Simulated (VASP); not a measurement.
# ZnS: electric field gradients with PBEsol

ZnS:

```
Zn S
1.0
     3.88574    0.00000    0.00000
    -1.94287    3.36515    0.00000
     0.00000    0.00000    6.35627
Zn S
2 2
Cartesian
  0.0000 2.2434 0.0000
  1.9429 1.1217 3.1781
  0.0000 2.2434 2.4472
  1.9429 1.1217 5.6253
```

This cell differs from its parent crystal: volume scaled by 1.06.

```json
{
 "Program": "VASP 6.6.1",
 "Task": "electric field gradients",
 "Functional": "PBEsol",
 "Potentials or basis": "VASP PAW PBE potentials, release 64 (Zn, S)",
 "Cutoff": "520 eV",
 "k mesh": "8 × 8 × 5",
 "Occupations": "fermi-dirac, width 0.03 eV",
 "Spin": "no spin polarisation",
 "Dipole correction": "no",
 "Further INCAR settings": "ALGO = Normal; EDIFF = 1e-08; NBANDS = 26"
}
```

* Pressure: -4.8 GPa
* Largest force: 0.244 eV/Å
* Band gap on the k mesh: 1.85 eV, direct

Forces in eV/Å, atoms in the order of the input:
```
Zn   0.000  0.000  0.244
Zn   0.000  0.000  0.244
S    0.000  0.000 -0.244
S    0.000  0.000 -0.244
```

Stress tensor (GPa, compression positive):
```
-4.49  0.00  0.00
 0.00 -4.49  0.00
 0.00  0.00 -5.56
```

Levels at points of the mesh, in eV from the valence-band top:
| k point | band 16 | band 17 | band 18 | band 19 | band 20 | band 21 |
| --- | --- | --- | --- | --- | --- | --- |
| (0.00, 0.00, 0.00) | -0.03 | -0.03 | 0.00 | 1.85 | 2.76 | 6.23 |
| (0.50, 0.00, 0.00) | -2.09 | -1.45 | -0.92 | 3.52 | 4.00 | 5.08 |

Electric field gradients, principal values (V/Å²):
```csv
atom,least,middle,greatest (by size)
1 Zn,-8.941,-8.954,17.895
2 Zn,-8.941,-8.954,17.895
3 S,3.300,3.300,-6.600
4 S,3.300,3.300,-6.600
```

It took 29 s on 1 thread of Intel(R) Xeon(R) 6975P-C (Granite Rapids), with other jobs on the host, peak memory 0.22 GiB.

Caveat: without QUAD_EFG the Cq values of the log hold for a quadrupole moment of 1 mb, not for the nuclei; the PAW data sets were made with another functional, which shifts forces and pressure a little.
